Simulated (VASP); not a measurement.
Input of a VASP 6.6.1 run:

File INCAR:

```
SYSTEM = Zn
PREC = Accurate ; ENCUT = 520
EDIFF = 1E-6 ; ISMEAR = -1
SIGMA = 0.1 ; LREAL = .False.
LASPH = .True. ; NELM = 60
ALGO = Normal ; ISIF = 2
LWAVE = .False. ; LCHARG = .False.
GGA = RP ; NBANDS = 12
```

Contents of KPOINTS:

```
Automatic mesh
0
Gamma
  23 23 23
  0 0 0
```

The input POSCAR:

```
Zn
1.0
   -1.5911000635      1.5911000635      1.5911000635
    1.5911000635     -1.5911000635      1.5911000635
    1.5911000635      1.5911000635     -1.5911000635
Zn
1
Direct
    0.0000000000      0.0000000000      0.0000000000
```

Potentials or basis: VASP PAW PBE potentials, release 64 (Zn).

The run is started by

```sh
$ cat potpaw_PBE.64/Zn/POTCAR > POTCAR
$ mpirun -np 1 vasp_std > vasp.out
```

**Question.** What does it give for the pressure?

**Answer.** 0.2 GPa.

**Question.** Estimate the band gap on the k mesh.

**Answer.** Zero (bands 6 and 7 overlap by 4.75 eV).

Caveat: the PAW data sets were made with another functional, which shifts forces and pressure a little.
